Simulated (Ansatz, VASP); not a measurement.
# Os: VASP beside Ansatz

Contents of INCAR:

```
PREC = Accurate
ENCUT = 520
EDIFF = 1E-8
ISMEAR = -1
SIGMA = 0.05
LREAL = False
LASPH = True
NELM = 80
ALGO = Normal
ISIF = 2
LWAVE = False
LCHARG = False
GGA = PE
LEFG = True
NBANDS = 10
```

Contents of KPOINTS:

```
regular mesh
0
Gamma
  14 14 14
```

File POSCAR:

```
Os
1.0
    0.0000000000      1.9255500000      1.9450000000
    1.9255500000      0.0000000000      1.9450000000
    1.9255500000      1.9255500000      0.0000000000
Os
1
Direct
    0.0000000000      0.0000000000      0.0000000000
```

Input for Ansatz:

```yaml
crystal:
  lattice:
    - [0.0, 1.92555, 1.945]
    - [1.92555, 0.0, 1.945]
    - [1.92555, 1.92555, 0.0]
  atoms:
    - { symbol: Os, position: [0.0, 0.0, 0.0] }
kpoints:
  mp_grid: { grid: [14, 14, 14] }
scf:
  occupations: { method: fermi_dirac, width: 0.05 }
hamiltonian:
  xc: pbe
  pseudopotentials: { kind: paw }
output:
  forces: true
  stress: true
  eigenvalues: true
  efg: { contact_densities: true }
```

Change from the starting cell: equal xx and yy strain of -1 %, PAW files.

Alike in both runs: task electric field gradients; functional PBE; k mesh 14 × 14 × 14; occupations fermi-dirac, width 0.05 eV; no spin polarisation.

|  | VASP | Ansatz |
| --- | --- | --- |
| version | VASP 6.6.1 | Ansatz 0.2.0 |
| potentials or method | VASP PAW PBE potentials, release 64 (Os) | PAW with Ansatz's default frozen-core files, scalar-relativistic |
| plane-wave cutoff (eV) | 520 | 420 |
| valence electrons in the cell | 8 | 16 |

|  | VASP | Ansatz | Ansatz less VASP |
| --- | --- | --- | --- |
| pressure (GPa) | -2.3 | -2.1 | +0.16 |
| traceless stress, the component that is largest in VASP (GPa) | -1.82 | -1.84 | -0.020 |
| size of Vzz on the site where it differs most (V/Å²) | 1.7 | 0.0 | -1.65 |

VASP's potentials hold 8 valence electrons a cell and Ansatz's 16, so a difference there can come from the potentials and not from the codes.

Neither program's run includes spin-orbit coupling.
